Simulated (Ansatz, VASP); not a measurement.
# Ti: VASP beside Ansatz

```xyz
1
Lattice="-2.0329 1.4293 1.4321 2.0296 -1.4293 1.4369 2.0272 1.4391 -1.4321" Properties=species:S:1:pos:R:3 pbc="T T T"
Ti    0.0000    0.0000    0.0000
```

Change from the starting cell: cell sheared at random, sigma 0.01, atoms nudged by 0.01 Å; relaxed back.

Alike in both runs: functional PBEsol; k mesh 14 × 14 × 14; occupations gaussian, width 0.15 eV; no spin polarisation.

Ansatz relaxed the structure, and its values are those at the end. VASP's run is a single point on that final structure, the one shown.

|  | VASP | Ansatz |
| --- | --- | --- |
| version | VASP 6.6.1 | Ansatz 0.2.0 |
| potentials or method | VASP PAW PBE potentials, release 64 (Ti_sv), cutoff 520 eV | scalar-relativistic, plane waves, PAW |
| valence electrons in the cell | 12 | 12 |

```tsv
	VASP	Ansatz	Ansatz less VASP
gap on the k mesh at the Fermi level (eV)	none	none	-
pressure (GPa)	-0.3	0.0	+0.29
```

VASP's potentials were made for PBE, not for PBEsol. A gap of «none» marks a metal or a gap that the smearing closes. The functional is the same, so the differences come from potentials, cutoffs and numerics.
